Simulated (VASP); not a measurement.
# C (Fd-3m) in VASP: notebook

Runs on C. Level: LDA. Tasks: single point.

All numbers are computed with VASP 6.6.1; they aren't measurements. Logs are shortened: lines on timing, memory, paths and dates and some standing lists are left out, and cuts for length are marked.

## (1) The cell of the first run

It takes space group Fd-3m (No. 227, cubic). Conventional cell: a = 3.527 Å, b = 3.527 Å, c = 3.527 Å, α = 90.00°, β = 90.00°, γ = 90.00°. C (site symmetry -43m) has 4 C at 1.53 Å within 2.0 Å.

## (2) Single point, LDA

The input, INCAR:

```
SYSTEM = C
PREC     = Accurate       ! precision mode
ENCUT    = 910            ! plane-wave cutoff, eV
EDIFF    = 1E-6           ! SCF threshold, eV
ISMEAR   = 0              ! smearing method
SIGMA    = 0.01           ! smearing width, eV
LREAL    = .FALSE.        ! projectors in reciprocal space
LASPH    = .TRUE.         ! aspherical terms in the spheres
NELM     = 120            ! most SCF steps
ALGO     = Normal         ! electronic algorithm
ISIF     = 2              ! what is computed and relaxed
LWAVE    = .FALSE.        ! write WAVECAR
LCHARG   = .FALSE.        ! write CHGCAR
GGA      = CA             ! functional
NBANDS   = 11             ! bands
GGA_COMPAT= .FALSE.
```

The input, KPOINTS:

```
regular mesh
0
G
  10 10 10
  0 0 0
```

The input, POSCAR:

```
C
1.0
    0.0000000000      1.7634384256      1.7634384256
    1.7634384256      0.0000000000      1.7634384256
    1.7634384256      1.7634384256      0.0000000000
C
2
Direct
    0.5000000000      0.5000000000      0.5000000000
    0.7500000000      0.7500000000      0.7500000000
```

Potentials or basis: VASP PAW LDA potentials, release 64 (C_h).

Command:

```
cat potpaw_LDA.64/C_h/POTCAR > POTCAR
mpirun -np 1 vasp_std > vasp.out
```

OUTCAR:

```text
SYSTEM = C
   PREC = Accurate
   ENCUT = 910
   EDIFF = 1E-6
   ISMEAR = 0
   LREAL = .FALSE.
   LASPH = .TRUE.
   NELM = 120
   ISIF = 2
   GGA = CA

 ion  position               nearest neighbor table
   1  0.500  0.500  0.500-
   2  0.750  0.750  0.750-

  LATTYP: Found a face centered cubic cell.
 ALAT       =     3.5268768512

  Lattice vectors:

 A1 = (   0.0000000000,   1.7634384256,   1.7634384256)
 A2 = (   1.7634384256,   0.0000000000,   1.7634384256)
 A3 = (   1.7634384256,   1.7634384256,   0.0000000000)

Analysis of symmetry for initial positions (statically):
=====================================================================
 Subroutine PRICEL returns:
 Original cell was already a primitive cell.

 Routine SETGRP: Setting up the symmetry group for a
 face centered cubic supercell.

 Subroutine GETGRP returns: Found 48 space group operations
 (whereof 24 operations were pure point group operations)
 out of a pool of 48 trial point group operations.

The static configuration has the point symmetry T_d .
 The point group associated with its full space group is O_h .

Analysis of symmetry for dynamics (positions and initial velocities):
=====================================================================
 Subroutine PRICEL returns:
 Original cell was already a primitive cell.

 Routine SETGRP: Setting up the symmetry group for a
 face centered cubic supercell.

 Subroutine GETGRP returns: Found 48 space group operations
 (whereof 24 operations were pure point group operations)
 out of a pool of 48 trial point group operations.

The dynamic configuration has the point symmetry T_d .
 The point group associated with its full space group is O_h .

 Subroutine INISYM returns: Found 48 space group operations
 (whereof 24 operations are pure point group operations),
 and found     1 'primitive' translations

----------------------------------------------------------------------------------------

                                     Primitive cell

  volume of cell :      10.9676

  direct lattice vectors                    reciprocal lattice vectors
     0.000000000  1.763438426  1.763438426    -0.283536977  0.283536977  0.283536977
     1.763438426  0.000000000  1.763438426     0.283536977 -0.283536977  0.283536977
     1.763438426  1.763438426  0.000000000     0.283536977  0.283536977 -0.283536977
[... 84 lines left out ...]
   EDIFF  = 0.1E-05   stopping-criterion for ELM
   LREAL  =      F    real-space projection
   EDIFFG = 0.1E-04   stopping-criterion for IOM
   NSW    =      0    number of steps for IOM
   IBRION =     -1    ionic relax: 0-MD 1-quasi-New 2-CG
   NFREE  =      0    steps in history (QN), initial steepest desc. (CG)
   ISIF   =      2    stress and relaxation
   ISYM   =      2    0-nonsym 1-usesym 2-fastsym
   POTIM  = 0.5000    time-step for ionic-motion
   TEBEG  =    0.0;   TEEND  =   0.0 temperature during run
   PSTRESS=    0.0 pullay stress
   NELECT =       8.0000    total number of electrons
   NUPDOWN=      -1.0000    fix difference up-down
   EMIN   =  10.00;   EMAX   =-10.00  energy-range for DOS
   EFERMI =   0.00;   METHOD = LEGACY
   ISMEAR =     0;   SIGMA  =   0.01  broadening in eV -4-tet -1-fermi 0-gaus
   EFERMI_NEDOS =   21; number of points for ismear=-14 and -15
   IALGO  =     38    algorithm
   IMIX   =      4    mixing-type and parameters
     AMIX     =   0.40;   BMIX     =  1.00
     AMIX_MAG =   1.60;   BMIX_MAG =  1.00
  volume/ion in A,a.u.               =       5.48        37.01
  Fermi-wavevector in a.u.,A,eV,Ry     =   1.473673  2.784839 29.547946  2.171713
  Thomas-Fermi vector in A             =   2.588538
   LORBIT       =      0    0 simple, 1 ext, 2 COOP (PROOUT), +10 PAW based schemes
   GGA     = CA    functional components
   LHFCALC =     F    Hartree Fock is set to
   AEXX    =    0.0000 exact exchange contribution
   IVDW    =     0    specifies the selected vdW correction
   LEPSILON=     F    determine dielectric tensor
   LRPA    =     F    only Hartree local field effects (RPA)
 non-spin polarized calculation
 Gauss-broadening in eV      SIGMA  =   0.01
  energy-cutoff  :      910.00
  volume of cell :       10.97
 maximum number of plane-waves:       701
 NGX is ok and might be reduce to    28
   NGX = 13   NGY = 13   NGZ = 13

 number of electron       8.0000000 magnetization

 Free energy of the ion-electron system (eV)
  ---------------------------------------------------
  ext. energy  EPLUGINS =         0.00000000
  ---------------------------------------------------
  free energy    TOTEN  =       -20.26609772 eV

  energy without entropy =      -20.26609772  energy(sigma->0) =      -20.26609772

 E-fermi :  11.5790     XC(G=0): -13.8179

 val. band max:       11.4053095712   @ k =   0.0000   0.0000   0.0000
 cond. band min:      15.6208570147   @ k =   0.4000   0.4000   0.0000
 fundamental gap:      4.2155474435
 Fermi energy:        11.5789735377

 k-point     1 :       0.0000    0.0000    0.0000
  band No.  band energies     occupation
      1     -10.3691      2.00000
      2      11.4053      2.00000
      3      11.4053      2.00000
      4      11.4053      2.00000
      5      17.0436      0.00000
      6      17.0436      0.00000
      7      17.0436      0.00000
      8      25.7334      0.00000
      9      30.8593      0.00000
     10      38.4047      0.00000
     11      38.4047      0.00000
[... 309 lines left out ...]
 k-point    24 :       0.4000    0.3000    0.0000
  band No.  band energies     occupation
      1      -5.6718      2.00000
      2       3.3611      2.00000
      3       5.2420      2.00000
      4       5.8760      2.00000
      5      16.2588      0.00000
      6      19.4708      0.00000
      7      25.7436      0.00000
      8      25.8551      0.00000
      9      33.6369      0.00000
     10      34.4592      0.00000
     11      42.6047      0.00000

 [... further k-points ...]
[... 5 lines left out ...]
  --------------------------------------------------------------------------------------
  -------------------------------------------------------------------------------------
  Total        0.1788953      0.1788953      0.1788953      0.0000000      0.0000000     -0.0000000
  in kB       26.1335642     26.1335642     26.1335642      0.0000000      0.0000000     -0.0000000
  external PRESSURE =      26.1335642 kB  Pullay stress =       0.0000000 kB

 VOLUME and BASIS-vectors are now :
 -----------------------------------------------------------------------------
  energy-cutoff  :      910.00
  volume of cell :       10.97
      direct lattice vectors                 reciprocal lattice vectors
     0.000000000  1.763438426  1.763438426    -0.283536977  0.283536977  0.283536977
     1.763438426  0.000000000  1.763438426     0.283536977 -0.283536977  0.283536977
     1.763438426  1.763438426  0.000000000     0.283536977  0.283536977 -0.283536977

 POSITION                                       TOTAL-FORCE (eV/Angst)
 -----------------------------------------------------------------------------------
      1.76344      1.76344      1.76344         0.000000      0.000000      0.000000
      2.64516      2.64516      2.64516        -0.000000     -0.000000     -0.000000
 -----------------------------------------------------------------------------------
    total drift:                                0.000000      0.000000     -0.000000

  FREE ENERGIE OF THE ION-ELECTRON SYSTEM (eV)
  ---------------------------------------------------
  free  energy   TOTEN  =       -20.2660977201 eV

  energy  without entropy=      -20.2660977201  energy(sigma->0) =      -20.26609772
```

stdout:

```text
POSCAR found type information on POSCAR C
 POSCAR found :  1 types and       2 ions
 scaLAPACK will be used
 LDA part: xc-table for (Slater(with rela. corr.)+CA(PZ))
 , standard interpolation
 POSCAR, INCAR and KPOINTS ok, starting setup
 FFT: planning ... GRIDC
 FFT: planning ... GRID_SOFT
 FFT: planning ... GRID
 WAVECAR not read
 entering main loop
```

Run time: 7.9 s. Hardware: 1 thread of Intel Xeon Platinum 8375C at 2.90GHz (Ice Lake), shared host; peak memory 0.13 GiB.

Results:

```
Free energy            : -20.2661 eV
Pressure               : 2.6 GPa
Band gap on the k mesh : 4.22 eV, indirect (least direct gap 5.64 eV)
```

Caveat: the cutoff is under 1.25 times the usual one of these potentials, so pressure, stress and relaxed cells hold a basis-set (Pulay) error.

## (3) Single point, LDA

This run uses another cell than the first one, of 5.43 Å³/atom, 0.990 times its volume.

The input, INCAR:

```
ALGO = Normal
EDIFF = 1E-6
ENCUT = 910
GGA_COMPAT = False
ISIF = 2
ISMEAR = 0
LASPH = True
LCHARG = False
LREAL = False
LWAVE = False
NBANDS = 11
NELM = 120
PREC = Accurate
SIGMA = 0.01
```

The input, KPOINTS:

```
k-points
0
Gamma
  10 10 10
```

The input, POSCAR:

```
C
1.0
    0.0000000000      1.7573025676      1.7573025676
    1.7573025676      0.0000000000      1.7573025676
    1.7573025676      1.7573025676      0.0000000000
C
2
Direct
    0.5000000000      0.5000000000      0.5000000000
    0.7500000000      0.7500000000      0.7500000000
```

Potentials or basis: VASP PAW LDA potentials, release 64 (C_h).

Command:

```
cat potpaw_LDA.64/C_h/POTCAR > POTCAR
mpirun -np 1 vasp_std > vasp.out
```

OUTCAR:

```text
EDIFF = 1E-6
   ENCUT = 910
   ISIF = 2
   ISMEAR = 0
   LASPH = True
   LREAL = False
   NELM = 120
   PREC = Accurate

 ion  position               nearest neighbor table
   1  0.500  0.500  0.500-   2 1.52   2 1.52   2 1.52   2 1.52
   2  0.750  0.750  0.750-   1 1.52   1 1.52   1 1.52   1 1.52

  LATTYP: Found a face centered cubic cell.
 ALAT       =     3.5146051352

  Lattice vectors:

 A1 = (   0.0000000000,   1.7573025676,   1.7573025676)
 A2 = (   1.7573025676,   0.0000000000,   1.7573025676)
 A3 = (   1.7573025676,   1.7573025676,   0.0000000000)

[... 512 lines left out ...]
      6      19.6801      0.00000
      7      26.0371      0.00000
      8      26.1598      0.00000
      9      34.0191      0.00000
     10      34.8015      0.00000
     11      42.9416      0.00000

 [... further k-points ...]
[... 5 lines left out ...]
  --------------------------------------------------------------------------------------
  -------------------------------------------------------------------------------------
  Total        0.5206136      0.5206136      0.5206136     -0.0000000     -0.0000000      0.0000000
  in kB       76.8522319     76.8522319     76.8522319     -0.0000000     -0.0000000      0.0000000
  external PRESSURE =      76.8522319 kB  Pullay stress =       0.0000000 kB

 VOLUME and BASIS-vectors are now :
 -----------------------------------------------------------------------------
  energy-cutoff  :      910.00
  volume of cell :       10.85
      direct lattice vectors                 reciprocal lattice vectors
     0.000000000  1.757302568  1.757302568    -0.284526984  0.284526984  0.284526984
     1.757302568  0.000000000  1.757302568     0.284526984 -0.284526984  0.284526984
     1.757302568  1.757302568  0.000000000     0.284526984  0.284526984 -0.284526984

 POSITION                                       TOTAL-FORCE (eV/Angst)
 -----------------------------------------------------------------------------------
      1.75730      1.75730      1.75730         0.000000      0.000000      0.000000
      2.63595      2.63595      2.63595        -0.000000     -0.000000     -0.000000
 -----------------------------------------------------------------------------------
    total drift:                                0.000000      0.000000      0.000000

  FREE ENERGIE OF THE ION-ELECTRON SYSTEM (eV)
  ---------------------------------------------------
  free  energy   TOTEN  =       -20.2619736841 eV

  energy  without entropy=      -20.2619736841  energy(sigma->0) =      -20.26197368
```

OSZICAR:

```text
N       E                     dE             d eps       ncg     rms          rms(c)
DAV:   1     0.119104350893E+02    0.11910E+02   -0.67657E+03  1042   0.112E+03
DAV:   2    -0.201742762704E+02   -0.32085E+02   -0.30685E+02  1565   0.171E+02
DAV:   3    -0.211217503733E+02   -0.94747E+00   -0.94362E+00  1258   0.243E+01
DAV:   4    -0.211243748025E+02   -0.26244E-02   -0.26243E-02  1108   0.140E+00
DAV:   5    -0.211243778711E+02   -0.30686E-05   -0.30686E-05  1192   0.508E-02    0.518E+00
DAV:   6    -0.204871387227E+02    0.63724E+00   -0.33834E-01  1067   0.409E+00    0.277E+00
DAV:   7    -0.202620638743E+02    0.22507E+00   -0.40549E-01  1156   0.445E+00    0.361E-01
DAV:   8    -0.202619874969E+02    0.76377E-04   -0.90881E-03  1096   0.887E-01    0.302E-02
DAV:   9    -0.202619725049E+02    0.14992E-04   -0.43301E-05  1183   0.542E-02    0.143E-02
DAV:  10    -0.202619737672E+02   -0.12623E-05   -0.34547E-06  1127   0.171E-02    0.312E-03
DAV:  11    -0.202619736841E+02    0.83083E-07   -0.17785E-07   589   0.407E-03
   1 F= -.20261974E+02 E0= -.20261974E+02  d E =-.428642-123
```

stdout:

```text
POSCAR found type information on POSCAR C
 POSCAR found :  1 types and       2 ions
 scaLAPACK will be used
 LDA part: xc-table for (Slater(with rela. corr.)+CA(PZ))
 , standard interpolation
 POSCAR, INCAR and KPOINTS ok, starting setup
 FFT: planning ... GRIDC
 FFT: planning ... GRID_SOFT
 FFT: planning ... GRID
 WAVECAR not read
 entering main loop
```

Run time: 4.2 s. Hardware: 1 thread of Intel Xeon 6975P-C (Granite Rapids), shared host; peak memory 0.11 GiB.

What came out:

```yaml
Free_energy: -20.2620 eV
Pressure: 7.7 GPa
Band_gap_on_the_k_mesh: 4.24 eV, indirect (least direct gap 5.67 eV)
```

Caveat: the cutoff is under 1.25 times the usual one of these potentials, so pressure, stress and relaxed cells hold a basis-set (Pulay) error.

## (4) Single point, LDA

This run uses another cell than the first one, of 5.34 Å³/atom, 0.974 times its volume.

The input, INCAR:

```
SYSTEM = C
PREC = Accurate
ENCUT = 910
EDIFF = 1E-6
ISMEAR = 0
SIGMA = 0.01
LREAL = .FALSE.
LASPH = .TRUE.
NELM = 120
ALGO = Normal
ISIF = 2
LWAVE = .FALSE.
LCHARG = .FALSE.
NBANDS = 11
GGA_COMPAT = .FALSE.
```

The input, KPOINTS:

```
Automatic mesh
0
G
  10 10 10
  0 0 0
```

The input, POSCAR:

```
C
1.0
    0.0000000000      1.7480711187      1.7480711187
    1.7480711187      0.0000000000      1.7480711187
    1.7480711187      1.7480711187      0.0000000000
C
2
Direct
    0.5000000000      0.5000000000      0.5000000000
    0.7500000000      0.7500000000      0.7500000000
```

Command:

```
cat potpaw_LDA.64/C_h/POTCAR > POTCAR
mpirun -np 1 vasp_std > vasp.out
```

It took 8.5 s on 1 thread of Intel Xeon Platinum 8259CL at 2.50GHz (Skylake/Cascade Lake), shared host; peak memory 0.12 GiB.

Results (log left out):

```yaml
Free_energy: -20.2489 eV
Pressure: 15.7 GPa
Band_gap_on_the_k_mesh: 4.28 eV, indirect (least direct gap 5.71 eV)
```

Levels at points of the mesh, in eV from the valence-band top:
```csv
k point,band 1,band 2,band 3,band 4,band 5,band 6,band 7,band 8,band 9
"(0.00, 0.00, 0.00)",-22.14,0.00,0.00,0.00,5.71,5.71,5.71,14.95,19.81
"(0.50, 0.00, 0.00)",-15.94,-14.04,-2.95,-2.95,8.64,8.64,9.85,15.95,22.41
"(0.50, 0.50, 0.00)",-13.04,-13.04,-6.66,-6.66,4.84,4.84,17.55,17.55,24.07
```

Caveat: the cutoff is under 1.25 times the usual one of these potentials, so pressure, stress and relaxed cells hold a basis-set (Pulay) error.

## (5) Single point, LDA

This run uses another cell than the first one, of 5.39 Å³/atom, 0.984 times its volume.

The input, INCAR:

```
PREC     = Accurate       # precision mode
ENCUT    = 910            # plane-wave cutoff, eV
EDIFF    = 1E-6           # SCF threshold, eV
ISMEAR   = 0              # smearing method
SIGMA    = 0.01           # smearing width, eV
LREAL    = F              # projectors in reciprocal space
LASPH    = T              # aspherical terms in the spheres
NELM     = 120            # most SCF steps
ALGO     = Normal         # electronic algorithm
ISIF     = 2              # what is computed and relaxed
LWAVE    = F              # write WAVECAR
LCHARG   = T              # write CHGCAR
GGA      = CA             # functional
LELF     = T              # ELF
LVHAR    = T            
NBANDS   = 11             # bands
GGA_COMPAT= F
```

The input, KPOINTS:

```
Automatic mesh
0
Gamma
  10 10 10
```

The input, POSCAR:

```
C
1.0
    0.0000000000      1.7537826711      1.7537826711
    1.7537826711      0.0000000000      1.7537826711
    1.7537826711      1.7537826711      0.0000000000
C
2
Direct
    0.5000000000      0.5000000000      0.5000000000
    0.7500000000      0.7500000000      0.7500000000
```

Command:

```
cat potpaw_LDA.64/C_h/POTCAR > POTCAR
mpirun -np 1 vasp_std > vasp.out
```

Run time: 6.3 s. Hardware: 1 thread of Intel Xeon Platinum 8259CL at 2.50GHz (Skylake/Cascade Lake), shared host; peak memory 0.12 GiB.

It converged, with:

* Free energy: -20.2580 eV
* Pressure: 10.7 GPa
* Band gap on the k mesh: 4.25 eV, indirect (least direct gap 5.68 eV)

Levels at points of the mesh, in eV from the valence-band top:
| k point | band 2 | band 3 | band 4 | band 5 | band 6 | band 7 |
| --- | --- | --- | --- | --- | --- | --- |
| (0.00, 0.00, 0.00) | 0.00 | 0.00 | 0.00 | 5.68 | 5.68 | 5.68 |
| (0.50, 0.00, 0.00) | -13.93 | -2.92 | -2.92 | 8.60 | 8.60 | 9.71 |
| (0.50, 0.50, 0.00) | -12.97 | -6.60 | -6.60 | 4.82 | 4.82 | 17.39 |

Caveat: the cutoff is under 1.25 times the usual one of these potentials, so pressure, stress and relaxed cells hold a basis-set (Pulay) error.

[end of part 1 of 2]
